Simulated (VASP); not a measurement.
Runs of VASP 6.6.1 on Ir. The structure is that of space group P6_3/mmc (No. 194), or close to it. The cells are those of the table. This isn't the form of Ir at room conditions, which is fcc.

| task | cell | k mesh | cutoff (eV) | gap on the mesh (eV) | pressure (GPa) |
| --- | --- | --- | --- | --- | --- |
| single point | a = 2.626, b = 2.626, c = 4.152 Å, angles 90.0, 90.0, 120.0°, 2 atoms | 6 × 6 × 4 | 520 | none | 71.3 |
| single point | a = 2.719, b = 2.719, c = 4.408 Å, angles 90.0, 90.0, 120.0°, 2 atoms | 18 × 18 × 10 | 520 | none | (a) |
| single point | a = 2.714, b = 2.714, c = 4.426 Å, angles 90.0, 90.0, 120.0°, 2 atoms | 12 × 12 × 6 | 520 | none | 0.8 |
| relaxation of cell and atoms | relaxed from a = 2.626, b = 2.626, c = 4.152 Å, angles 90.0, 90.0, 120.0°, 2 atoms | 12 × 12 × 6 | 600 | none | 0.0 |

Alike in all rows: level PBEsol; potentials or basis VASP PAW PBE potentials, release 64 (Ir); no spin polarisation; smearing gaussian 0.1 eV.

Task: Estimate the missing entries.

Result: (a) 1.0.

Caveats: some runs use coarse meshes; the PAW data sets were made with another functional, which shifts forces and pressure a little; spin-orbit coupling is left out, which moves the levels of the heavy elements.

A k mesh can miss the band edges, and the runs leave out spin-orbit coupling on Ir.

A gap of «none» marks levels without a gap at the run's occupations.
